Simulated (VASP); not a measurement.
A run of VASP 6.6.1 is set up as follows.

Contents of INCAR:

```
PREC = Accurate
ENCUT = 520
EDIFF = 1E-7
ISMEAR = 0
SIGMA = 0.05
LREAL = F
LASPH = T
NELM = 80
ALGO = Normal
ISIF = 2
LWAVE = F
LCHARG = F
GGA = PE
NBANDS = 16
```

KPOINTS

```
Automatic mesh
0
Gamma
  14 14 14
```

POSCAR

```
Al2Cu
1.0
   -2.0303375000      2.0303375000      2.8510940000
    2.0303375000     -2.0303375000      2.8510940000
    2.0303375000      2.0303375000     -2.8510940000
Al Cu
2 1
Direct
    0.7500000000      0.2500000000      0.5000000000
    0.2500000000      0.7500000000      0.5000000000
    0.5000000000      0.5000000000      0.0000000000
```

Potentials or basis: VASP PAW PBE potentials, release 64 (Al, Cu).

Run with:

```bash
$ cat potpaw_PBE.64/Al/POTCAR potpaw_PBE.64/Cu/POTCAR > POTCAR
$ mpirun -np 1 vasp_std > vasp.out
```

Task: What does it give for the band gap on the k mesh?

Result: Zero (an odd number of electrons rules out a gap without spin polarisation).

Task: Predict the pressure.

Result: 3.0 GPa.

Stress tensor (GPa, compression positive):
```
2.81 0.00 0.00
0.00 2.81 0.00
0.00 0.00 3.44
```

Caveat: the cell stands under pressure.
